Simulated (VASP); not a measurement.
KMgF3, 5 atoms in the cell. The structure is cubic, space group Pm-3m (No. 221). The conventional cell has a = 4.012 Å, b = 4.012 Å, c = 4.012 Å, α = 90.00°, β = 90.00°, γ = 90.00°. Within 3.7 Å of K (site symmetry m-3m) lie 12 F at 2.84 Å and 8 Mg at 3.47 Å. Mg (site symmetry m-3m) has 6 F at 2.01 Å within 2.7 Å. Within 2.7 Å of F (site symmetry 4/mmm) lie 2 Mg at 2.01 Å. 

| Quantity | Value |
| --- | --- |
| Program | VASP 6.6.1 |
| Task | single point |
| Functional | PBEsol |
| Potentials or basis | VASP PAW PBE potentials, release 64 (K_sv, Mg, F) |
| Cutoff | 520 eV |
| k mesh | 7 × 7 × 7 |
| Occupations | fermi-dirac, width 0.05 eV |
| Spin | no spin polarisation |
| Dipole correction | no |
| Further INCAR settings | ALGO = Normal; EDIFF = 1e-06; NBANDS = 24 |

Potentials or basis: VASP PAW PBE potentials, release 64 (K_sv, Mg, F).

Launch:

```bash
$ cat potpaw_PBE.64/K_sv/POTCAR potpaw_PBE.64/Mg/POTCAR potpaw_PBE.64/F/POTCAR > POTCAR
$ mpirun -np 1 vasp_std > vasp.out
```

Hardware: 1 thread of Intel Xeon 8259CL, with other jobs on the host.

Problem. Estimate the wall time of this run.

Solution. Run time: 29 s on 1 thread of Intel Xeon 8259CL (shared host), peak memory 0.18 GiB. Counts: scf iterations 13, k points 20.
